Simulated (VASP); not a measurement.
TiO2, 6 atoms in the cell. The structure is tetragonal, space group I4_1/amd (No. 141). Conventional cell: a = 3.785 Å, b = 3.785 Å, c = 9.514 Å, α = 90.00°, β = 90.00°, γ = 90.00°. Ti (site symmetry -4m2) has 6 O at 1.93 to 1.98 Å within 2.6 Å. O (site symmetry 2mm) has 3 Ti at 1.93 to 1.98 Å and 2 O at 2.47 Å within 2.6 Å. 

* Program: VASP 6.6.1
* Task: single point
* Functional: PBE
* Potentials or basis: VASP PAW PBE potentials, release 64 (Ti_sv, O)
* Cutoff: 600 eV
* k mesh: 3 × 3 × 3
* Occupations: gaussian, width 0.01 eV
* Spin: no spin polarisation
* Dipole correction: no
* Further INCAR settings: ALGO = Normal; EDIFF = 1e-06; NBANDS = 33

Potentials or basis: VASP PAW PBE potentials, release 64 (Ti_sv, O).

Launch:

```bash
$ cat potpaw_PBE.64/Ti_sv/POTCAR potpaw_PBE.64/O/POTCAR > POTCAR
$ mpirun -np 1 vasp_std > vasp.out
```

Hardware: 1 thread of Intel(R) Xeon(R) Platinum 8375C CPU @ 2.90GHz (Ice Lake), with other jobs on the host.

How long does it take, and how much memory?

It took 39 s on 1 thread of Intel(R) Xeon(R) Platinum 8375C CPU @ 2.90GHz (Ice Lake) (shared host), peak memory 0.3 GiB. Counts: scf iterations 16, k points 6.
